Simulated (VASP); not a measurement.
# MgO (P6_3/mmc) in VASP: a series of runs

The runs below take MgO through single point, with PBE.

Program: VASP 6.6.1. These are calculated values, not measurements. Logs are shortened: lines on timing, memory, paths and dates and some standing lists are left out, and cuts for length are marked.

## (1) The cell of the first run

It takes space group P6_3/mmc (No. 194, hexagonal). The conventional cell has a = 3.484 Å, b = 3.484 Å, c = 4.331 Å, α = 90.00°, β = 90.00°, γ = 120.00°. Mg (site symmetry -6m2) has 5 O at 2.01 to 2.17 Å within 2.7 Å. O (site symmetry -6m2) has 5 Mg at 2.01 to 2.17 Å within 2.7 Å.

## (2) Single point, PBE (volume 11.381 Å^3 an atom, c/a of the conventional cell 1.2432)

INCAR

```
  ALGO = Normal
  EDIFF = 1E-6
  ENCUT = 520
  GGA = PE
  ISIF = 2
  ISMEAR = 0
  LASPH = True
  LCHARG = False
  LREAL = False
  LWAVE = False
  NBANDS = 16
  NELM = 80
  PREC = Accurate
  SIGMA = 0.05
```

KPOINTS

```
k-points
0
Gamma
  9 9 6
```

POSCAR

```
MgO
1.0
    3.4838322786      0.0000000000      0.0000000000
   -1.7419161393      3.0170872558      0.0000000000
    0.0000000000      0.0000000000      4.3311002888
Mg O
2 2
Direct
    0.6666666667      0.3333333333      0.7500000000
    0.3333333333      0.6666666667      0.2500000000
    0.6666666667      0.3333333333      0.2500000000
    0.3333333333      0.6666666667      0.7500000000
```

Potentials or basis: VASP PAW PBE potentials, release 64 (Mg, O).

On the command line:

```sh
$ cat potpaw_PBE.64/Mg/POTCAR potpaw_PBE.64/O/POTCAR > POTCAR
$ mpirun -np 1 vasp_std > vasp.out
```

OUTCAR:

```text
EDIFF = 1E-6
   ENCUT = 520
   GGA = PE
   ISIF = 2
   ISMEAR = 0
   LASPH = True
   LREAL = False
   NELM = 80
   PREC = Accurate

 ion  position               nearest neighbor table
   1  0.667  0.333  0.750-   4 2.01   4 2.01   4 2.01   3 2.17   3 2.17   2 2.96   2 2.96   2 2.96
                             2 2.96   2 2.96   2 2.96
   2  0.333  0.667  0.250-   3 2.01   3 2.01   3 2.01   4 2.17   4 2.17   1 2.96   1 2.96   1 2.96
                             1 2.96   1 2.96   1 2.96
   3  0.667  0.333  0.250-   2 2.01   2 2.01   2 2.01   1 2.17   1 2.17
   4  0.333  0.667  0.750-   1 2.01   1 2.01   1 2.01   2 2.17   2 2.17

  LATTYP: Found a hexagonal cell.
 ALAT       =     3.4838322786
 C/A-ratio  =     1.2432000000

  Lattice vectors:

 A1 = (   3.4838322786,   0.0000000000,   0.0000000000)
 A2 = (  -1.7419161393,   3.0170872558,   0.0000000000)
 A3 = (   0.0000000000,   0.0000000000,   4.3311002888)

Analysis of symmetry for initial positions (statically):
=====================================================================
 Subroutine PRICEL returns:
 Original cell was already a primitive cell.

 Routine SETGRP: Setting up the symmetry group for a
 hexagonal supercell.

 Subroutine GETGRP returns: Found 24 space group operations
 (whereof 12 operations were pure point group operations)
 out of a pool of 24 trial point group operations.

The static configuration has the point symmetry D_3d.
 The point group associated with its full space group is D_6h.

Analysis of symmetry for dynamics (positions and initial velocities):
=====================================================================
 Subroutine PRICEL returns:
 Original cell was already a primitive cell.

 Routine SETGRP: Setting up the symmetry group for a
 hexagonal supercell.

 Subroutine GETGRP returns: Found 24 space group operations
 (whereof 12 operations were pure point group operations)
 out of a pool of 24 trial point group operations.

The dynamic configuration has the point symmetry D_3d.
 The point group associated with its full space group is D_6h.

 Subroutine INISYM returns: Found 24 space group operations
 (whereof 12 operations are pure point group operations),
 and found     1 'primitive' translations

----------------------------------------------------------------------------------------

                                     Primitive cell

  volume of cell :      45.5243

  direct lattice vectors                    reciprocal lattice vectors
     3.483832279  0.000000000  0.000000000     0.287040225  0.165722751  0.000000000
    -1.741916139  3.017087256  0.000000000     0.000000000  0.331445502  0.000000000
     0.000000000  0.000000000  4.331100289     0.000000000  0.000000000  0.230888212

  length of vectors
     3.483832279  3.483832279  4.331100289     0.331445502  0.331445502  0.230888212

  position of ions in fractional coordinates (direct lattice)
     0.666666667  0.333333333  0.750000000
     0.333333333  0.666666667  0.250000000
     0.666666667  0.333333333  0.250000000
     0.333333333  0.666666667  0.750000000

  ion indices of the primitive-cell ions
   primitive index   ion index
                 1           1
                 2           2
                 3           3
                 4           4

----------------------------------------------------------------------------------------

 KPOINTS: k-points

Automatic generation of k-mesh.
 Grid dimensions read from file:
 generate k-points for:    9    9    6

 Generating k-lattice:

  Cartesian coordinates                     Fractional coordinates (reciprocal lattice)
     0.031893358  0.018413639  0.000000000     0.111111111  0.000000000  0.000000000
     0.000000000  0.036827278  0.000000000     0.000000000  0.111111111  0.000000000
     0.000000000  0.000000000  0.038481369     0.000000000  0.000000000  0.166666667

  Length of vectors
     0.036827278  0.036827278  0.038481369

  Shift w.r.t. Gamma in fractional coordinates (k-lattice)
     0.000000000  0.000000000  0.000000000

 Subroutine IBZKPT returns following result:
 ===========================================

 Found     48 irreducible k-points:

 Following reciprocal coordinates:
            Coordinates               Weight
  0.000000  0.000000  0.000000      1.000000
  0.111111  0.000000  0.000000      6.000000
  0.222222  0.000000  0.000000      6.000000
  0.333333  0.000000  0.000000      6.000000
  0.444444  0.000000  0.000000      6.000000
  0.111111  0.111111  0.000000      6.000000
[... 16 lines left out ...]
  0.333333  0.222222  0.166667     24.000000
  0.333333  0.333333  0.166667      4.000000
 [... further k-points ...]
   k-points           NKPTS =     48   k-points in BZ     NKDIM =     48   number of bands    NBANDS=     16
   number of dos      NEDOS =    301   number of ions     NIONS =      4
   total plane-waves  NPLWV =  25088
   dimension x,y,z NGX =    28 NGY =   28 NGZ =   32
   dimension x,y,z NGXF=    56 NGYF=   56 NGZF=   64
   ions per type =               2   2
   NGX,Y,Z   is equivalent  to a cutoff of  13.36, 13.36, 12.28 a.u.
   NGXF,Y,Z  is equivalent  to a cutoff of  26.72, 26.72, 24.57 a.u.
 SYSTEM =  unknown system
   PREC   = accura    normal or accurate (medium, high low for compatibility)
   ISTART =      0    job   : 0-new  1-cont  2-samecut
   ICHARG =      2    charge: 1-file 2-atom 10-const
   ISPIN  =      1    spin polarized calculation?
   LNONCOLLINEAR =      F non collinear calculations
   LSORBIT =      F    spin-orbit coupling
   LASPH  =      T    aspherical Exc in radial PAW
   ENCUT  =  520.0 eV  38.22 Ry    6.18 a.u.   6.48  6.48  8.05*2*pi/ulx,y,z
   NELM   =     80;   NELMIN=  2; NELMDL= -5     # of ELM steps
   EDIFF  = 0.1E-05   stopping-criterion for ELM
   LREAL  =      F    real-space projection
   EDIFFG = 0.1E-04   stopping-criterion for IOM
   NSW    =      0    number of steps for IOM
   IBRION =     -1    ionic relax: 0-MD 1-quasi-New 2-CG
   NFREE  =      0    steps in history (QN), initial steepest desc. (CG)
   ISIF   =      2    stress and relaxation
   ISYM   =      2    0-nonsym 1-usesym 2-fastsym
   POTIM  = 0.5000    time-step for ionic-motion
   TEBEG  =    0.0;   TEEND  =   0.0 temperature during run
   PSTRESS=    0.0 pullay stress
   NELECT =      16.0000    total number of electrons
   NUPDOWN=      -1.0000    fix difference up-down
   EMIN   =  10.00;   EMAX   =-10.00  energy-range for DOS
   EFERMI =   0.00;   METHOD = LEGACY
   ISMEAR =     0;   SIGMA  =   0.05  broadening in eV -4-tet -1-fermi 0-gaus
   EFERMI_NEDOS =   21; number of points for ismear=-14 and -15
   IALGO  =     38    algorithm
   IMIX   =      4    mixing-type and parameters
     AMIX     =   0.40;   BMIX     =  1.00
     AMIX_MAG =   1.60;   BMIX_MAG =  1.00
  volume/ion in A,a.u.               =      11.38        76.80
  Fermi-wavevector in a.u.,A,eV,Ry     =   1.155315  2.183229 18.160411  1.334753
  Thomas-Fermi vector in A             =   2.291944
   LORBIT       =      0    0 simple, 1 ext, 2 COOP (PROOUT), +10 PAW based schemes
   GGA     = PE    functional components
   LHFCALC =     F    Hartree Fock is set to
   AEXX    =    0.0000 exact exchange contribution
   IVDW    =     0    specifies the selected vdW correction
   LEPSILON=     F    determine dielectric tensor
   LRPA    =     F    only Hartree local field effects (RPA)
 non-spin polarized calculation
 Gauss-broadening in eV      SIGMA  =   0.05
  energy-cutoff  :      520.00
  volume of cell :       45.52
 maximum number of plane-waves:      1264
 NGX is ok and might be reduce to    28
   NGX = 13   NGY = 13   NGZ = 17

 number of electron      15.9999990 magnetization

 Free energy of the ion-electron system (eV)
  ---------------------------------------------------
  ext. energy  EPLUGINS =         0.00000000
  ---------------------------------------------------
  free energy    TOTEN  =       -23.65983747 eV

  energy without entropy =      -23.65983747  energy(sigma->0) =      -23.65983747

 E-fermi :   2.1508     XC(G=0):  -9.9310

 val. band max:        1.8418245326   @ k =   0.0000   0.0000   0.0000
 cond. band min:       5.0559524632   @ k =   0.0000   0.0000   0.0000
 fundamental gap:      3.2141279307
 Fermi energy:         2.1508088194

 k-point     1 :       0.0000    0.0000    0.0000
  band No.  band energies     occupation
      1     -14.9879      2.00000
      2     -13.7358      2.00000
      3      -1.7891      2.00000
      4       0.1752      2.00000
      5       0.1752      2.00000
      6       0.9894      2.00000
[... 8 lines left out ...]
     15      17.1965      0.00000
     16      17.3412      0.00000

 k-point     2 :       0.1111    0.0000    0.0000
  band No.  band energies     occupation
      1     -14.9295      2.00000
      2     -13.7410      2.00000
      3      -1.6906      2.00000
      4      -0.0288      2.00000
      5       0.0845      2.00000
      6       0.6830      2.00000
[... 8 lines left out ...]
     15      16.7273      0.00000
     16      16.7370      0.00000

 k-point     3 :       0.2222    0.0000    0.0000
  band No.  band energies     occupation
      1     -14.7690      2.00000
      2     -13.7648      2.00000
      3      -1.4082      2.00000
      4      -0.6192      2.00000
      5      -0.1060      2.00000
      6       0.2410      2.00000
[... 8 lines left out ...]
     15      15.7790      0.00000
     16      16.0758      0.00000

 k-point     4 :       0.3333    0.0000    0.0000
  band No.  band energies     occupation
      1     -14.5512      2.00000
      2     -13.8244      2.00000
      3      -1.2594      2.00000
      4      -0.9897      2.00000
      5      -0.2848      2.00000
      6      -0.0592      2.00000
[... 8 lines left out ...]
     15      15.8397      0.00000
     16      15.8808      0.00000
[... 324 lines left out ...]
 k-point    22 :       0.2222    0.2222    0.1667
  band No.  band energies     occupation
      1     -14.3901      2.00000
      2     -13.8966      2.00000
      3      -1.3459      2.00000
      4      -1.2914      2.00000
      5      -0.2592      2.00000
      6       0.0458      2.00000
[... 8 lines left out ...]
     15      15.5633      0.00000
     16      17.1712      0.00000

 k-point    23 :       0.3333    0.2222    0.1667
  band No.  band energies     occupation
      1     -14.2233      2.00000
      2     -13.9778      2.00000
      3      -1.6072      2.00000
      4      -1.0378      2.00000
      5      -0.6478      2.00000
      6       0.2984      2.00000
[... 8 lines left out ...]
     15      15.4528      0.00000
     16      17.2316      0.00000

 k-point    24 :       0.3333    0.3333    0.1667
  band No.  band energies     occupation
      1     -14.0858      2.00000
      2     -14.0858      2.00000
      3      -1.5577      2.00000
      4      -0.9293      2.00000
      5      -0.9293      2.00000
      6       0.5688      2.00000
[... 8 lines left out ...]
     15      15.4406      0.00000
     16      18.0582      0.00000

 [... further k-points ...]
[... 5 lines left out ...]
  --------------------------------------------------------------------------------------
  -------------------------------------------------------------------------------------
  Total        0.3282035      0.3282035     -1.0342029      0.0000000      0.0000000     -0.0000000
  in kB       11.5507576     11.5507576    -36.3976184      0.0000000      0.0000000     -0.0000000
  external PRESSURE =      -4.4320344 kB  Pullay stress =       0.0000000 kB

 VOLUME and BASIS-vectors are now :
 -----------------------------------------------------------------------------
  energy-cutoff  :      520.00
  volume of cell :       45.52
      direct lattice vectors                 reciprocal lattice vectors
     3.483832279  0.000000000  0.000000000     0.287040225  0.165722751  0.000000000
    -1.741916139  3.017087256  0.000000000     0.000000000  0.331445502  0.000000000
     0.000000000  0.000000000  4.331100289     0.000000000  0.000000000  0.230888212

 POSITION                                       TOTAL-FORCE (eV/Angst)
 -----------------------------------------------------------------------------------
      1.74192      1.00570      3.24833         0.000000     -0.000000     -0.000000
     -0.00000      2.01139      1.08278        -0.000000      0.000000     -0.000000
      1.74192      1.00570      1.08278         0.000000     -0.000000      0.000000
     -0.00000      2.01139      3.24833        -0.000000      0.000000      0.000000
 -----------------------------------------------------------------------------------
    total drift:                               -0.000000      0.000000     -0.000000

  FREE ENERGIE OF THE ION-ELECTRON SYSTEM (eV)
  ---------------------------------------------------
  free  energy   TOTEN  =       -23.6598374747 eV

  energy  without entropy=      -23.6598374747  energy(sigma->0) =      -23.65983747
```

Run time: 53 s. Hardware: 1 thread of AMD EPYC 7R13, shared host; peak memory 0.15 GiB.

What came out:

| Quantity | Value |
| --- | --- |
| Free energy | -23.6598 eV |
| Pressure | -0.4 GPa |
| Band gap on the k mesh | 3.21 eV, direct |

Stress tensor (GPa, compression positive):
```
 1.16  0.00  0.00
 0.00  1.16  0.00
 0.00  0.00 -3.64
```

## (3) Single point, PBE (volume 11.381 Å^3 an atom, c/a of the conventional cell 1.2837)

INCAR

```
PREC     = Accurate       # precision mode
ENCUT    = 520            # plane-wave cutoff, eV
EDIFF    = 1E-7           # SCF threshold, eV
ISMEAR   = 0              # smearing method
SIGMA    = 0.05           # smearing width, eV
LREAL    = F              # projectors in reciprocal space
LASPH    = T              # aspherical terms in the spheres
NELM     = 60             # most SCF steps
ALGO     = Normal         # electronic algorithm
ISIF     = 2              # what is computed and relaxed
LWAVE    = F              # write WAVECAR
LCHARG   = F              # write CHGCAR
GGA      = PE             # functional
NBANDS   = 16             # bands
```

KPOINTS

```
regular mesh
0
Gamma
  9 9 6
```

POSCAR

```
MgO
1.0
    3.4468024432      0.0000000000      0.0000000000
   -1.7234012216      2.9850184776      0.0000000000
    0.0000000000      0.0000000000      4.4246602963
Mg O
2 2
Direct
    0.6666666667      0.3333333333      0.7500000000
    0.3333333333      0.6666666667      0.2500000000
    0.6666666667      0.3333333333      0.2500000000
    0.3333333333      0.6666666667      0.7500000000
```

Potentials or basis: VASP PAW PBE potentials, release 64 (Mg, O).

On the command line:

```sh
$ cat potpaw_PBE.64/Mg/POTCAR potpaw_PBE.64/O/POTCAR > POTCAR
$ mpirun -np 1 vasp_std > vasp.out
```

Run time: 64 s. Hardware: 1 thread of AMD EPYC 7R13, shared host; peak memory 0.16 GiB.

The run converged. Its results:

```yaml
Free_energy: -23.6179 eV
Pressure: 0.2 GPa
Band_gap_on_the_k_mesh: 3.18 eV, direct
```

Stress tensor (GPa, compression positive):
```
 3.18  0.00  0.00
 0.00  3.18  0.00
 0.00  0.00 -5.80
```

Levels at points of the mesh, in eV from the valence-band top:
```csv
k point,band 6,band 7,band 8,band 9,band 10,band 11
"(0.00, 0.00, 0.00)",-0.92,-0.92,0.00,3.18,8.94,11.31
"(0.00, 0.00, 0.50)",-1.30,-1.30,-1.30,6.14,6.14,13.08
```

## (4) Single point, PBE (volume 11.563 Å^3 an atom, c/a of the conventional cell 1.2234)

INCAR

```
SYSTEM = MgO
PREC = Accurate
ENCUT = 520
EDIFF = 1E-6
ISMEAR = 0
SIGMA = 0.05
LREAL = .FALSE.
LASPH = .TRUE.
NELM = 80
ALGO = Normal
ISIF = 2
LWAVE = .FALSE.
LCHARG = .FALSE.
GGA = PE
NBANDS = 16
```

KPOINTS

```
regular mesh
0
G
  9 9 6
  0 0 0
```

POSCAR

```
MgO
1.0
    3.5210900849      0.0000000000      0.0000000000
   -1.7605450425      3.0493534626      0.0000000000
    0.0000000000      0.0000000000      4.3077016099
Mg O
2 2
Direct
    0.6666666667      0.3333333333      0.7500000000
    0.3333333333      0.6666666667      0.2500000000
    0.6666666667      0.3333333333      0.2500000000
    0.3333333333      0.6666666667      0.7500000000
```

On the command line:

```sh
$ cat potpaw_PBE.64/Mg/POTCAR potpaw_PBE.64/O/POTCAR > POTCAR
$ mpirun -np 1 vasp_std > vasp.out
```

Run time: 49 s. Hardware: 1 thread of AMD EPYC 7R13, shared host; peak memory 0.15 GiB.

It converged, with:

| Item | Value |
| --- | --- |
| Free energy | -23.6647 eV |
| Pressure | -2.5 GPa |
| Band gap on the k mesh | 3.15 eV, direct |

Stress tensor (GPa, compression positive):
```
-1.67  0.00  0.00
 0.00 -1.67  0.00
 0.00  0.00 -4.08
```

Levels at points of the mesh, in eV from the valence-band top:
```tsv
k point	band 4	band 5	band 6	band 7	band 8	band 9	band 10	band 11	band 12	band 13
(0.00, 0.00, 0.00)	-1.64	-1.64	-0.79	-0.79	0.00	3.15	8.98	11.65	12.31	12.31
(0.00, 0.00, 0.50)	-2.35	-1.23	-1.23	-1.23	-1.23	6.15	6.15	12.67	12.67	12.67
```

(Part 1 of 3 ends here.)
